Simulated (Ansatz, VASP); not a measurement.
PbF2 in VASP and in Ansatz

```
Pb F
1.0
     0.00000    2.96060    2.96060
     2.96060    0.00000    2.96060
     2.96060    2.96060    0.00000
Pb F
1 2
Direct
  0.00000 0.00000 0.00000
  0.25000 0.25000 0.25000
  0.75000 0.75000 0.75000
```

Alike in both runs: task single point; functional r2SCAN; k mesh 8 × 8 × 8; occupations gaussian, width 0.02 eV; no spin polarisation.

|  | VASP | Ansatz |
| --- | --- | --- |
| version | VASP 6.6.1 | Ansatz 0.2.0 |
| potentials or method | VASP PAW PBE potentials, release 64 (Pb_d, F), cutoff 520 eV | scalar-relativistic, plane waves, PAW |
| valence electrons in the cell | 28 | 28 |

VASP gave:

* gap on the k mesh at the Fermi level (eV): 4.93
* least direct gap on the mesh (eV): 5.08

Q: What did Ansatz give for the same quantities?

A: gap on the k mesh at the Fermi level (eV): 4.93; least direct gap on the mesh (eV): 5.07.

VASP's potentials were made for PBE, not for r2SCAN. With one functional, cell and mesh, what is left measures potentials, basis and numerics.

Neither program's run includes spin-orbit coupling.
